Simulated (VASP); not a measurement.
# SnO in VASP: further runs, part 3 of 4

VASP 6.6.1. Earlier steps stand in the parts before.

## (5) Electric field gradients, PBEsol

This run uses another cell than the first one, of 17.48 Å³/atom, 1.063 times its volume.

INCAR reads:

```
SYSTEM = SnO
PREC = Accurate
ENCUT = 520
EDIFF = 1E-8
ISMEAR = -1
SIGMA = 0.01
LREAL = .False.
LASPH = .True.
NELM = 80
ALGO = Normal
ISIF = 2
LWAVE = .False.
LCHARG = .False.
GGA = PS
LEFG = .True.
NBANDS = 28
```

KPOINTS reads:

```
regular mesh
0
Gamma
  8 8 6
  0 0 0
```

POSCAR reads:

```
SnO
1.0
    3.8020000000      0.0000000000      0.0000000000
    0.0000000000      3.8020000000      0.0000000000
    0.0000000000      0.0000000000      4.8360000000
Sn O
2 2
Direct
    0.0000000000      0.5000000000      0.2385000000
    0.5000000000      0.0000000000      0.7615000000
    0.0000000000      0.0000000000      0.0000000000
    0.5000000000      0.5000000000      0.0000000000
```

Potentials or basis: VASP PAW PBE potentials, release 64 (Sn_d, O).

Run with:

```console
$ cat potpaw_PBE.64/Sn_d/POTCAR potpaw_PBE.64/O/POTCAR > POTCAR
$ mpirun -np 1 vasp_std > vasp.out
```

OUTCAR:

```text
SYSTEM = SnO
   PREC = Accurate
   ENCUT = 520
   EDIFF = 1E-8
   ISMEAR = -1
   LREAL = .False.
   LASPH = .True.
   NELM = 80
   ISIF = 2
   GGA = PS

 ion  position               nearest neighbor table
   1  0.000  0.500  0.239-   3 2.22   4 2.22   3 2.22   4 2.22   2 3.54   2 3.54   2 3.54   2 3.54
                             2 3.69   2 3.69   2 3.69   2 3.69
   2  0.500  0.000  0.761-   3 2.22   4 2.22   4 2.22   3 2.22   1 3.54   1 3.54   1 3.54   1 3.54
                             1 3.69   1 3.69   1 3.69   1 3.69
   3  0.000  0.000  0.000-   1 2.22   2 2.22   1 2.22   2 2.22
   4  0.500  0.500  0.000-   1 2.22   2 2.22   2 2.22   1 2.22

  LATTYP: Found a simple tetragonal cell.
 ALAT       =     3.8020000000
 C/A-ratio  =     1.2719621252

  Lattice vectors:

 A1 = (   3.8020000000,   0.0000000000,   0.0000000000)
 A2 = (   0.0000000000,   3.8020000000,   0.0000000000)
 A3 = (   0.0000000000,   0.0000000000,   4.8360000000)

Analysis of symmetry for initial positions (statically):
=====================================================================
[... 952 lines left out ...]
      1.90100      0.00000      3.68261        -0.000000      0.000000     -0.149535
      0.00000      0.00000      0.00000         0.000000      0.000000      0.000000
      1.90100      1.90100      0.00000         0.000000     -0.000000      0.000000
 -----------------------------------------------------------------------------------
    total drift:                                0.000000      0.000000      0.000000

  FREE ENERGIE OF THE ION-ELECTRON SYSTEM (eV)
  ---------------------------------------------------
  free  energy   TOTEN  =       -24.2114716391 eV

  energy  without entropy=      -24.2112637943  energy(sigma->0) =      -24.21136772

 Electric field gradients (V/A^2)
---------------------------------------------------------------------
 ion       V_xx      V_yy      V_zz      V_xy      V_xz      V_yz
---------------------------------------------------------------------
   1      80.780    80.780  -161.560    -0.000    -0.000     0.000
   2      80.780    80.780  -161.560     0.000     0.000    -0.000
   3      -1.053    -1.053     2.105    -0.000    -0.000    -0.000
   4      -1.053    -1.053     2.105     0.000    -0.000    -0.000
---------------------------------------------------------------------

 Electric field gradients after diagonalization (V/A^2)
 (convention: |V_zz| > |V_xx| > |V_yy|)
----------------------------------------------------------------------
 ion       V_xx      V_yy      V_zz     asymmetry (V_yy - V_xx)/ V_zz
----------------------------------------------------------------------
   1      80.780    80.780  -161.560       0.000
   2      80.780    80.780  -161.560       0.000
   3      -1.053    -1.053     2.105       0.000
   4      -1.053    -1.053     2.105       0.000
----------------------------------------------------------------------

           NMR quadrupolar parameters

 Cq : quadrupolar parameter    Cq=e*Q*V_zz/h
 eta: asymmetry parameters     (V_yy - V_xx)/ V_zz
 Q  : nuclear electric quadrupole moment in mb (millibarn)
----------------------------------------------------------------------
 ion       Cq(MHz)       eta       Q (mb)
----------------------------------------------------------------------
   1      -0.391       0.000       1.000
   2      -0.391       0.000       1.000
   3       0.005       0.000       1.000
   4       0.005       0.000       1.000
----------------------------------------------------------------------
```

stdout:

```text
POSCAR found type information on POSCAR SnO
 POSCAR found :  2 types and       4 ions
 scaLAPACK will be used
 -----------------------------------------------------------------------------
|                                                                             |
|                                                                             |
|     You enforced a specific xc type in the INCAR file but a different       |
|     I HOPE YOU KNOW WHAT YOU ARE DOING!                                     |
|                                                                             |
 -----------------------------------------------------------------------------

 LDA part: xc-table for (Slater+PW92), standard interpolation
 POSCAR, INCAR and KPOINTS ok, starting setup
 FFT: planning ... GRIDC
 FFT: planning ... GRID_SOFT
 FFT: planning ... GRID
 WAVECAR not read
 entering main loop
ion   1

ion   2

ion   3

ion   4
```

Wall time 51 s (1 thread of Intel Xeon 6975P-C (Granite Rapids), shared host); peak memory 0.23 GiB.

What came out:

```yaml
Free_energy: -24.2115 eV
Pressure: 0.2 GPa
Largest_force: 0.150 eV/Å
Band_gap_on_the_k_mesh: 0.01 eV, indirect (least direct gap 1.90 eV)
```

Forces in eV/Å, atoms in the order of the input:
```
Sn   0.000  0.000  0.150
Sn   0.000  0.000 -0.150
O    0.000  0.000  0.000
O    0.000  0.000  0.000
```

Stress tensor (GPa, compression positive):
```
 0.31  0.00  0.00
 0.00  0.31  0.00
 0.00  0.00 -0.09
```

Electric field gradients, principal values (V/Å²):
| atom | least | middle | greatest (by size) |
| --- | --- | --- | --- |
| 1 Sn | 80.780 | 80.780 | -161.560 |
| 2 Sn | 80.780 | 80.780 | -161.560 |
| 3 O | -1.053 | -1.053 | 2.105 |
| 4 O | -1.053 | -1.053 | 2.105 |

Caveat: without QUAD_EFG the Cq values of the log hold for a quadrupole moment of 1 mb, not for the nuclei; the PAW data sets were made with another functional, which shifts forces and pressure a little; spin-orbit coupling is left out, which moves the levels of the heavy elements.

## (6) Electric field gradients, PBEsol

This run uses another cell than the first one, of 17.48 Å³/atom, 1.063 times its volume.

INCAR reads:

```
PREC     = Accurate       # precision mode
ENCUT    = 520            # plane-wave cutoff, eV
EDIFF    = 1E-8           # SCF threshold, eV
ISMEAR   = -1             # smearing method
SIGMA    = 0.01           # smearing width, eV
LREAL    = F              # projectors in reciprocal space
LASPH    = T              # aspherical terms in the spheres
NELM     = 100            # most SCF steps
ALGO     = Normal         # electronic algorithm
ISIF     = 2              # what is computed and relaxed
LWAVE    = F              # write WAVECAR
LCHARG   = F              # write CHGCAR
GGA      = PS             # functional
LEFG     = T            
NBANDS   = 28             # bands
```

KPOINTS reads:

```
regular mesh
0
Gamma
  8 8 6
```

POSCAR is that of step 5.

Potentials or basis: VASP PAW PBE potentials, release 64 (Sn_d, O).

Run with:

```console
$ cat potpaw_PBE.64/Sn_d/POTCAR potpaw_PBE.64/O/POTCAR > POTCAR
$ mpirun -np 1 vasp_std > vasp.out
```

OUTCAR:

```text
PREC = Accurate
   ENCUT = 520
   EDIFF = 1E-8
   ISMEAR = -1
   LREAL = F
   LASPH = T
   NELM = 100
   ISIF = 2
   GGA = PS

 ion  position               nearest neighbor table
   1  0.000  0.500  0.239-   3 2.22   4 2.22   3 2.22   4 2.22   2 3.54   2 3.54   2 3.54   2 3.54
                             2 3.69   2 3.69   2 3.69   2 3.69
   2  0.500  0.000  0.761-   3 2.22   4 2.22   4 2.22   3 2.22   1 3.54   1 3.54   1 3.54   1 3.54
                             1 3.69   1 3.69   1 3.69   1 3.69
   3  0.000  0.000  0.000-   1 2.22   2 2.22   1 2.22   2 2.22
   4  0.500  0.500  0.000-   1 2.22   2 2.22   2 2.22   1 2.22

  LATTYP: Found a simple tetragonal cell.
 ALAT       =     3.8020000000
 C/A-ratio  =     1.2719621252

  Lattice vectors:

 A1 = (   3.8020000000,   0.0000000000,   0.0000000000)
 A2 = (   0.0000000000,   3.8020000000,   0.0000000000)
 A3 = (   0.0000000000,   0.0000000000,   4.8360000000)

Analysis of symmetry for initial positions (statically):
=====================================================================
 Subroutine PRICEL returns:
 Original cell was already a primitive cell.

 Routine SETGRP: Setting up the symmetry group for a
 simple tetragonal supercell.

 Subroutine GETGRP returns: Found 16 space group operations
 (whereof  8 operations were pure point group operations)
 out of a pool of 16 trial point group operations.

The static configuration has the point symmetry D_2d.
 The point group associated with its full space group is D_4h.

Analysis of symmetry for dynamics (positions and initial velocities):
=====================================================================
 Subroutine PRICEL returns:
 Original cell was already a primitive cell.

 Routine SETGRP: Setting up the symmetry group for a
 simple tetragonal supercell.

 Subroutine GETGRP returns: Found 16 space group operations
 (whereof  8 operations were pure point group operations)
 out of a pool of 16 trial point group operations.

The dynamic configuration has the point symmetry D_2d.
 The point group associated with its full space group is D_4h.

 Subroutine INISYM returns: Found 16 space group operations
 (whereof  8 operations are pure point group operations),
 and found     1 'primitive' translations

----------------------------------------------------------------------------------------

                                     Primitive cell

  volume of cell :      69.9054

  direct lattice vectors                    reciprocal lattice vectors
     3.802000000  0.000000000  0.000000000     0.263019463  0.000000000  0.000000000
     0.000000000  3.802000000  0.000000000     0.000000000  0.263019463  0.000000000
     0.000000000  0.000000000  4.836000000     0.000000000  0.000000000  0.206782465

  length of vectors
     3.802000000  3.802000000  4.836000000     0.263019463  0.263019463  0.206782465

  position of ions in fractional coordinates (direct lattice)
     0.000000000  0.500000000  0.238500000
     0.500000000  0.000000000  0.761500000
     0.000000000  0.000000000  0.000000000
     0.500000000  0.500000000  0.000000000
[... 87 lines left out ...]
   POTIM  = 0.5000    time-step for ionic-motion
   TEBEG  =    0.0;   TEEND  =   0.0 temperature during run
   PSTRESS=    0.0 pullay stress
   NELECT =      40.0000    total number of electrons
   NUPDOWN=      -1.0000    fix difference up-down
   EMIN   =  10.00;   EMAX   =-10.00  energy-range for DOS
   EFERMI =   0.00;   METHOD = LEGACY
   ISMEAR =    -1;   SIGMA  =   0.01  broadening in eV -4-tet -1-fermi 0-gaus
   EFERMI_NEDOS =   21; number of points for ismear=-14 and -15
   IALGO  =     38    algorithm
   IMIX   =      4    mixing-type and parameters
     AMIX     =   0.40;   BMIX     =  1.00
     AMIX_MAG =   1.60;   BMIX_MAG =  1.00
  volume/ion in A,a.u.               =      17.48       117.94
  Fermi-wavevector in a.u.,A,eV,Ry     =   1.359121  2.568365 25.132801  1.847209
  Thomas-Fermi vector in A             =   2.485896
   LORBIT       =      0    0 simple, 1 ext, 2 COOP (PROOUT), +10 PAW based schemes
   GGA     = PS    functional components
   LHFCALC =     F    Hartree Fock is set to
   AEXX    =    0.0000 exact exchange contribution
   IVDW    =     0    specifies the selected vdW correction
   LEPSILON=     F    determine dielectric tensor
   LRPA    =     F    only Hartree local field effects (RPA)
 non-spin polarized calculation
  energy-cutoff  :      520.00
  volume of cell :       69.91
 maximum number of plane-waves:      1904
   NGX = 15   NGY = 15   NGZ = 17

 number of electron      39.9999990 magnetization

 Free energy of the ion-electron system (eV)
  ---------------------------------------------------
  ext. energy  EPLUGINS =         0.00000000
  ---------------------------------------------------
  free energy    TOTEN  =       -24.21147164 eV

  energy without entropy =      -24.21126379  energy(sigma->0) =      -24.21136772

 E-fermi :   7.0553     XC(G=0): -10.4979

 val. band max:        7.0448654841   @ k =   0.0000   0.0000   0.0000
 cond. band min:       7.0554895819   @ k =   0.5000   0.5000   0.0000
 fundamental gap:      0.0106240978
 Fermi energy:         7.0552539416

 k-point     1 :       0.0000    0.0000    0.0000
  band No.  band energies     occupation
      1     -14.8788      2.00000
      2     -14.4311      2.00000
      3     -14.4311      2.00000
      4     -14.4272      2.00000
      5     -14.3806      2.00000
      6     -14.3758      2.00000
[... 733 lines left out ...]
     27      15.5585      0.00000
     28      15.5585      0.00000

 [... further k-points ...]
[... 5 lines left out ...]
  --------------------------------------------------------------------------------------
  -------------------------------------------------------------------------------------
  Total        0.1371461      0.1371461     -0.0411095      0.0000000     -0.0000000      0.0000000
  in kB        3.1432837      3.1432837     -0.9421983      0.0000000     -0.0000000      0.0000000
  external PRESSURE =       1.7814563 kB  Pullay stress =       0.0000000 kB

 VOLUME and BASIS-vectors are now :
 -----------------------------------------------------------------------------
  energy-cutoff  :      520.00
  volume of cell :       69.91
      direct lattice vectors                 reciprocal lattice vectors
     3.802000000  0.000000000  0.000000000     0.263019463  0.000000000  0.000000000
     0.000000000  3.802000000  0.000000000     0.000000000  0.263019463  0.000000000
     0.000000000  0.000000000  4.836000000     0.000000000  0.000000000  0.206782465

 POSITION                                       TOTAL-FORCE (eV/Angst)
 -----------------------------------------------------------------------------------
      0.00000      1.90100      1.15339         0.000000      0.000000      0.149535
      1.90100      0.00000      3.68261        -0.000000      0.000000     -0.149535
      0.00000      0.00000      0.00000         0.000000      0.000000      0.000000
      1.90100      1.90100      0.00000         0.000000     -0.000000      0.000000
 -----------------------------------------------------------------------------------
    total drift:                                0.000000      0.000000      0.000000

  FREE ENERGIE OF THE ION-ELECTRON SYSTEM (eV)
  ---------------------------------------------------
  free  energy   TOTEN  =       -24.2114716391 eV

  energy  without entropy=      -24.2112637943  energy(sigma->0) =      -24.21136772

 Electric field gradients (V/A^2)
---------------------------------------------------------------------
 ion       V_xx      V_yy      V_zz      V_xy      V_xz      V_yz
---------------------------------------------------------------------
   1      80.780    80.780  -161.560    -0.000    -0.000     0.000
   2      80.780    80.780  -161.560     0.000     0.000    -0.000
   3      -1.053    -1.053     2.105    -0.000    -0.000    -0.000
   4      -1.053    -1.053     2.105     0.000    -0.000    -0.000
---------------------------------------------------------------------

 Electric field gradients after diagonalization (V/A^2)
 (convention: |V_zz| > |V_xx| > |V_yy|)
----------------------------------------------------------------------
 ion       V_xx      V_yy      V_zz     asymmetry (V_yy - V_xx)/ V_zz
----------------------------------------------------------------------
   1      80.780    80.780  -161.560       0.000
   2      80.780    80.780  -161.560       0.000
   3      -1.053    -1.053     2.105       0.000
   4      -1.053    -1.053     2.105       0.000
----------------------------------------------------------------------

           NMR quadrupolar parameters

 Cq : quadrupolar parameter    Cq=e*Q*V_zz/h
 eta: asymmetry parameters     (V_yy - V_xx)/ V_zz
 Q  : nuclear electric quadrupole moment in mb (millibarn)
----------------------------------------------------------------------
 ion       Cq(MHz)       eta       Q (mb)
----------------------------------------------------------------------
   1      -0.391       0.000       1.000
   2      -0.391       0.000       1.000
   3       0.005       0.000       1.000
   4       0.005       0.000       1.000
----------------------------------------------------------------------
```

Wall time 51 s (1 thread of Intel Xeon 6975P-C (Granite Rapids), shared host); peak memory 0.23 GiB.

What came out:

* Free energy: -24.2115 eV
* Pressure: 0.2 GPa
* Largest force: 0.150 eV/Å
* Band gap on the k mesh: 0.01 eV, indirect (least direct gap 1.90 eV)

Forces on the atoms (eV/Å):
```
Sn   0.000  0.000  0.150
Sn   0.000  0.000 -0.150
O    0.000  0.000  0.000
O    0.000  0.000  0.000
```

Stress tensor (GPa, compression positive):
```
 0.31  0.00  0.00
 0.00  0.31  0.00
 0.00  0.00 -0.09
```

Levels at points of the mesh, in eV from the valence-band top:
| k point | band 16 | band 17 | band 18 | band 19 | band 20 | band 21 | band 22 | band 23 | band 24 | band 25 |
| --- | --- | --- | --- | --- | --- | --- | --- | --- | --- | --- |
| (0.00, 0.00, 0.00) | -6.34 | -3.50 | -3.19 | -3.19 | 0.00 | 2.05 | 4.29 | 4.66 | 4.66 | 5.66 |
| (0.50, 0.00, 0.00) | -5.07 | -4.89 | -4.89 | -2.74 | -2.74 | 3.15 | 3.15 | 5.89 | 5.89 | 5.95 |
| (0.50, 0.50, 0.00) | -5.19 | -2.52 | -2.52 | -1.89 | -1.89 | 0.01 | 0.01 | 4.36 | 4.36 | 7.21 |
| (0.00, 0.00, 0.50) | -3.57 | -3.21 | -3.21 | -3.13 | -2.24 | 1.59 | 2.90 | 2.90 | 3.64 | 7.82 |
| (0.50, 0.00, 0.50) | -5.54 | -4.86 | -4.86 | -1.75 | -1.75 | 2.54 | 2.54 | 5.39 | 5.39 | 6.64 |
| (0.50, 0.50, 0.50) | -5.66 | -2.71 | -2.71 | -2.52 | -2.52 | 2.31 | 2.31 | 3.99 | 3.99 | 5.55 |

Electric field gradients, principal values (V/Å²):
| atom | least | middle | greatest (by size) |
| --- | --- | --- | --- |
| 1 Sn | 80.780 | 80.780 | -161.560 |
| 2 Sn | 80.780 | 80.780 | -161.560 |
| 3 O | -1.053 | -1.053 | 2.105 |
| 4 O | -1.053 | -1.053 | 2.105 |

Caveat: without QUAD_EFG the Cq values of the log hold for a quadrupole moment of 1 mb, not for the nuclei; the PAW data sets were made with another functional, which shifts forces and pressure a little; spin-orbit coupling is left out, which moves the levels of the heavy elements. A k mesh can miss the band edges.

(Part 3 of 4 ends here.)
